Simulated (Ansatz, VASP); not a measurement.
VMoSe4 in VASP and in Ansatz

File INCAR:

```
SYSTEM = VMoSe4
ALGO = Normal ; EDIFF = 1E-6
ENCUT = 520 ; GGA = PE
ISIF = 2 ; ISMEAR = 0
ISPIN = 2 ; LASPH = .TRUE.
LCHARG = .FALSE. ; LMAXMIX = 4
LORBIT = 11 ; LREAL = .FALSE.
LWAVE = .FALSE. ; MAGMOM = 1 0 0 0 0 0
NBANDS = 38 ; NELM = 150
PREC = Accurate ; SIGMA = 0.1
```

Contents of KPOINTS:

```
k-points
0
G
  6 6 1
  0 0 0
```

POSCAR

```
VMoSe4
1.0
    3.3290254000      0.0000000000      0.0000000000
   -1.6645127000      2.8830206000      0.0000000000
    0.0000000000      0.0000000000     15.9077178000
V Mo Se
1 1 4
Direct
    0.0000000000      0.0000000000      0.5000000000
    0.0000000000      0.0000000000      0.0000000000
    0.3333333000      0.6666667000      0.1047210000
    0.3333333000      0.6666667000      0.6006850000
    0.3333333000      0.6666667000      0.3993150000
    0.3333333000      0.6666667000      0.8952790000
```

Input for Ansatz:

```yaml
crystal:
  lattice:
    - [3.3290254, 0.0, 0.0]
    - [-1.6645127, 2.8830206, 0.0]
    - [0.0, 0.0, 15.9077178]
  atoms:
    - { symbol: V, position: [0.0, 0.0, 0.5], spin: 1.0 }
    - { symbol: Mo, position: [0.0, 0.0, 0.0] }
    - { symbol: Se, position: [0.3333333, 0.6666667, 0.104721] }
    - { symbol: Se, position: [0.3333333, 0.6666667, 0.600685] }
    - { symbol: Se, position: [0.3333333, 0.6666667, 0.399315] }
    - { symbol: Se, position: [0.3333333, 0.6666667, 0.895279] }
basis:
  ecutwfc: 420
kpoints:
  mp_grid: { grid: [6, 6, 1] }
hamiltonian:
  xc: pbe
scf:
  occupations: { method: gaussian, width: 0.1 }
  lower_state_search: "off"
output:
  forces: true
  stress: true
  eigenvalues: true
  populations: true
magnetization:
  spin_polarized: true
```

Alike in both runs: task single point; functional PBE; k mesh 6 × 6 × 1; occupations gaussian, width 0.1 eV; collinear spin.

|  | VASP | Ansatz |
| --- | --- | --- |
| version | VASP 6.6.1 | Ansatz 0.2.0 |
| potentials or method | VASP PAW PBE potentials, release 64 (V_sv, Mo_sv, Se), cutoff 520 eV | scalar-relativistic, plane waves, PAW |
| valence electrons in the cell | 51 | 91 |

VASP gave:

- gap on the k mesh at the Fermi level (eV): 0.21
- least direct gap on the mesh (eV): 0.68
- pressure (GPa): 0.2
- rms of the force components (eV/Å): 0.014
- net moment per atom (μB): 0.16
- size of the moment on the site where the two differ most (μB): 0.98

Estimate Ansatz's values.

gap on the k mesh at the Fermi level (eV): 0.21; least direct gap on the mesh (eV): 0.68; pressure (GPa): 0.0; rms of the force components (eV/Å): 0.008; net moment per atom (μB): 0.16; size of the moment on the site where the two differ most (μB): 0.91.

Site moments also hang on the region over which each program counts them. Atom by atom the forces differ by 0.015 eV/Å (rms over components). VASP's potentials hold 51 valence electrons a cell and Ansatz's 91, so a difference there can come from the potentials and not from the codes.
